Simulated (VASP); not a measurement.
Set up this calculation in VASP 6.6.1, as the native input.

```
Task                   : single point
Functional             : r2SCAN
Potentials or basis    : VASP PAW PBE potentials, release 64 (Co)
Cutoff                 : 520 eV
k mesh                 : 18 × 18 × 18
Occupations            : fermi-dirac, width 0.1 eV
Spin                   : no spin polarisation
Dipole correction      : no
Further INCAR settings : ALGO = Normal; EDIFF = 1e-07; NBANDS = 10
```

The system is Co.

```
CELL_PARAMETERS angstrom
0.00000 1.75177 1.75177
1.75177 0.00000 1.75177
1.75177 1.75177 0.00000
ATOMIC_POSITIONS crystal
Co 0.00000 0.00000 0.00000
```

This isn't the form of Co at room conditions, which is hcp.

One way to write it, as run:

POSCAR

```
Co
1.0
    0.0000000000      1.7517737309      1.7517737309
    1.7517737309      0.0000000000      1.7517737309
    1.7517737309      1.7517737309      0.0000000000
Co
1
Direct
    0.0000000000      0.0000000000      0.0000000000
```

INCAR.step1

```
SYSTEM = Co
PREC     = Accurate       ! precision mode
ENCUT    = 520            ! plane-wave cutoff, eV
ISMEAR   = -1             ! smearing method
SIGMA    = 0.1            ! smearing width, eV
LREAL    = .False.        ! projectors in reciprocal space
LASPH    = .True.         ! aspherical terms in the spheres
NELM     = 80             ! most SCF steps
NBANDS   = 10             ! bands
GGA      = PE             ! functional
ALGO     = Normal         ! electronic algorithm
EDIFF    = 1E-4           ! SCF threshold, eV
LWAVE    = .True.         ! write WAVECAR
LCHARG   = .False.        ! write CHGCAR
```

INCAR.step2

```
SYSTEM = Co
PREC     = Accurate       ! precision mode
ENCUT    = 520            ! plane-wave cutoff, eV
EDIFF    = 1E-7           ! SCF threshold, eV
ISMEAR   = -1             ! smearing method
SIGMA    = 0.1            ! smearing width, eV
LREAL    = .False.        ! projectors in reciprocal space
LASPH    = .True.         ! aspherical terms in the spheres
NELM     = 80             ! most SCF steps
ALGO     = Normal         ! electronic algorithm
ISIF     = 2              ! what is computed and relaxed
LWAVE    = .False.        ! write WAVECAR
LCHARG   = .False.        ! write CHGCAR
METAGGA  = R2SCAN         ! meta-GGA
LMIXTAU  = .True.       
NBANDS   = 10             ! bands
ISTART   = 1
```

KPOINTS

```
Automatic mesh
0
Gamma
  18 18 18
  0 0 0
```

Potentials or basis: VASP PAW PBE potentials, release 64 (Co).

Run with:

```sh
$ cat potpaw_PBE.64/Co/POTCAR > POTCAR
$ cp INCAR.step1 INCAR
$ mpirun -np 1 vasp_std > vasp.out
$ cp INCAR.step2 INCAR
$ mpirun -np 1 vasp_std > vasp.out
```

It gave:

The pressure is -17.8 GPa and the band gap on the k mesh is zero (an odd number of electrons rules out a gap without spin polarisation).

Caveat: the cell stands under tension; the PAW data sets were made with another functional, which shifts forces and pressure a little; the run has no spin polarisation, though such a crystal can be magnetic.

Run time: 3.3 min on 1 thread of AMD EPYC 7R13, on a shared host, peak memory 0.11 GiB.
